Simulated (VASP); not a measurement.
Here is a VASP 6.6.1 calculation.

The input POSCAR:

```
CoSi
1.0
    0.0000000000      2.0751077132      2.0751077132
    2.0751077132      0.0000000000      2.0751077132
    2.0751077132      2.0751077132      0.0000000000
Co Si
1 1
Direct
    0.0000000000      0.0000000000      0.0000000000
    0.5000000000      0.5000000000      0.5000000000
```

Contents of INCAR.step1:

```
SYSTEM = CoSi
  PREC = Accurate
  ENCUT = 660
  ISMEAR = -1
  SIGMA = 0.1
  LREAL = .False.
  LASPH = .True.
  NELM = 120
  NBANDS = 14
  GGA = PE
  ALGO = Normal
  EDIFF = 1E-5
  LWAVE = .True.
  LCHARG = .False.
  GGA_COMPAT = .False.
```

Contents of INCAR.step2:

```
SYSTEM = CoSi
  PREC = Accurate
  ENCUT = 660
  EDIFF = 1E-6
  ISMEAR = -1
  SIGMA = 0.1
  LREAL = .False.
  LASPH = .True.
  NELM = 120
  ALGO = Normal
  ISIF = 2
  LWAVE = .False.
  LCHARG = .False.
  METAGGA = R2SCAN
  LMIXTAU = .True.
  NBANDS = 14
  ISTART = 1
  GGA_COMPAT = .False.
```

Contents of KPOINTS:

```
regular mesh
0
Gamma
  14 14 14
  0 0 0
```

Potentials or basis: VASP PAW PBE potentials, release 64 (Co, Si).

Run with:

```bash
$ cat potpaw_PBE.64/Co/POTCAR potpaw_PBE.64/Si/POTCAR > POTCAR
$ cp INCAR.step1 INCAR
$ mpirun -np 1 vasp_std > vasp.out
$ cp INCAR.step2 INCAR
$ mpirun -np 1 vasp_std > vasp.out
```

Q: Predict the pressure.

A: 114.7 GPa.

Caveat: the PAW data sets were made with another functional, which shifts forces and pressure a little. Spin polarisation is off, so any magnetic state and its effect on volume and gap are missing.
